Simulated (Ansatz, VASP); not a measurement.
Two plane-wave programs on HfO2

File POSCAR:

```
HfO2
1.0
    0.0000000000      2.5575000000      2.5575000000
    2.4615937500      0.0000000000      2.5575000000
    2.4615937500      2.5575000000      0.0000000000
Hf O
1 2
Direct
    0.0000000000      0.0000000000      0.0000000000
    0.2500000000      0.2500000000      0.2500000000
    0.7500000000      0.7500000000      0.7500000000
```

INCAR.step1

```
SYSTEM = HfO2
PREC     = Accurate       ! precision mode
ENCUT    = 520            ! plane-wave cutoff, eV
ISMEAR   = 0              ! smearing method
SIGMA    = 0.05           ! smearing width, eV
LREAL    = .FALSE.        ! projectors in reciprocal space
LASPH    = .TRUE.         ! aspherical terms in the spheres
NELM     = 80             ! most SCF steps
NBANDS   = 18             ! bands
GGA      = PE             ! functional
ALGO     = Normal         ! electronic algorithm
EDIFF    = 1E-4           ! SCF threshold, eV
LWAVE    = .TRUE.         ! write WAVECAR
LCHARG   = .FALSE.        ! write CHGCAR
```

File INCAR.step2:

```
SYSTEM = HfO2
PREC     = Accurate       ! precision mode
ENCUT    = 520            ! plane-wave cutoff, eV
EDIFF    = 1E-6           ! SCF threshold, eV
ISMEAR   = 0              ! smearing method
SIGMA    = 0.05           ! smearing width, eV
LREAL    = .FALSE.        ! projectors in reciprocal space
LASPH    = .TRUE.         ! aspherical terms in the spheres
NELM     = 80             ! most SCF steps
ALGO     = Normal         ! electronic algorithm
ISIF     = 2              ! what is computed and relaxed
LWAVE    = .FALSE.        ! write WAVECAR
LCHARG   = .TRUE.         ! write CHGCAR
METAGGA  = R2SCAN         ! meta-GGA
LMIXTAU  = .TRUE.       
LELF     = .TRUE.         ! ELF
LVHAR    = .TRUE.       
NBANDS   = 18             ! bands
ISTART   = 1
```

The input KPOINTS:

```
Automatic mesh
0
G
  8 8 8
  0 0 0
```

Input for Ansatz:

```yaml
crystal:
  lattice:
    - [0.0, 2.5575, 2.5575]
    - [2.46159375, 0.0, 2.5575]
    - [2.46159375, 2.5575, 0.0]
  atoms:
    - { symbol: Hf, position: [0.0, 0.0, 0.0] }
    - { symbol: O, position: [0.25, 0.25, 0.25] }
    - { symbol: O, position: [0.75, 0.75, 0.75] }
basis:
  ecutwfc: 500
kpoints:
  mp_grid: { grid: [8, 8, 8] }
hamiltonian:
  xc: r2scan
scf:
  occupations: { method: gaussian, width: 0.05 }
output:
  forces: true
  stress: true
  eigenvalues: true
```

Change from the starting cell: strain -0.0375 x Voigt [1, 0, 0, 0, 0, 0], atoms carried along.

Alike in both runs: task single point; functional r2SCAN; k mesh 8 × 8 × 8; occupations gaussian, width 0.05 eV; no spin polarisation.

|  | VASP | Ansatz |
| --- | --- | --- |
| version | VASP 6.6.1 | Ansatz 0.2.0 |
| potentials or method | VASP PAW PBE potentials, release 64 (Hf_pv, O), cutoff 520 eV | scalar-relativistic, plane waves, PAW |
| valence electrons in the cell | 22 | 38 |

|  | VASP | Ansatz | Ansatz less VASP |
| --- | --- | --- | --- |
| gap on the k mesh at the Fermi level (eV) | 3.92 | 3.93 | +0.004 |
| least direct gap on the mesh (eV) | 4.00 | 3.99 | -0.006 |
| pressure (GPa) | -2.6 | 1.4 | +4.02 |
| traceless stress, the component that is largest in VASP (GPa) | 12.81 | 12.59 | -0.214 |

VASP's potentials were made for PBE, not for r2SCAN. VASP's potentials hold 22 valence electrons a cell and Ansatz's 38, so a difference there can come from the potentials and not from the codes.

Spin-orbit coupling is off throughout.
